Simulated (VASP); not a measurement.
Write the native input for VASP 6.6.1 that does the following.

| Property | Result |
| --- | --- |
| Task | single point |
| Functional | PBE |
| Dispersion | D3(BJ) |
| Potentials or basis | VASP PAW PBE potentials, release 64 (Se, W_sv) |
| Cutoff | 520 eV |
| k mesh | 9 × 9 × 1 |
| Occupations | gaussian, width 0.05 eV |
| Spin | no spin polarisation |
| Dipole correction | yes |
| Further INCAR settings | ALGO = Normal; EDIFF = 1e-06; NBANDS = 35 |

The structure of WSe2 lies in POSCAR:

```
WSe2
1.0
    3.2854929709      0.0000000000      0.0000000000
   -1.6427464855      2.8453203767      0.0000000000
    0.0000000000      0.0000000000     24.2386466774
Se W
4 2
Direct
    0.3333333333      0.6666666667      0.1856539294
    0.3333333333      0.6666666667      0.3246601777
    0.6666666667      0.3333333333      0.4900984571
    0.6666666667      0.3333333333      0.6291047054
    0.6666666667      0.3333333333      0.2551570536
    0.3333333333      0.6666666667      0.5596015813
```

This cell differs from its parent crystal: layers slid over each other.

The input as run:

INCAR

```
PREC = Accurate
ENCUT = 520
EDIFF = 1E-6
ISMEAR = 0
SIGMA = 0.05
LREAL = F
LASPH = T
NELM = 100
ALGO = Normal
ISIF = 2
LWAVE = F
LCHARG = T
LDIPOL = T
IDIPOL = 3
DIPOL = 0.5 0.5 0.407
GGA = PE
IVDW = 12
LELF = T
LVHAR = T
LVACPOTAV = T
NBANDS = 35
```

KPOINTS

```
regular mesh
0
Gamma
  9 9 1
```

Potentials or basis: VASP PAW PBE potentials, release 64 (Se, W_sv).

The run is started by

```console
$ cat potpaw_PBE.64/Se/POTCAR potpaw_PBE.64/W_sv/POTCAR > POTCAR
$ mpirun -np 1 vasp_std > vasp.out
```

Results of the run:

The largest force is 0.143 eV/Å. The band gap on the k mesh is 1.59 eV (least direct gap 1.65 eV) and the dispersion energy per atom is -0.373 eV.

Caveat: the cell differs from its parent crystal (layers slid over each other); spin-orbit coupling is left out, which moves the levels of the heavy elements.

Wall time 74 s on 1 thread of Intel(R) Xeon(R) 6975P-C (Granite Rapids), on a shared host, peak memory 0.35 GiB.
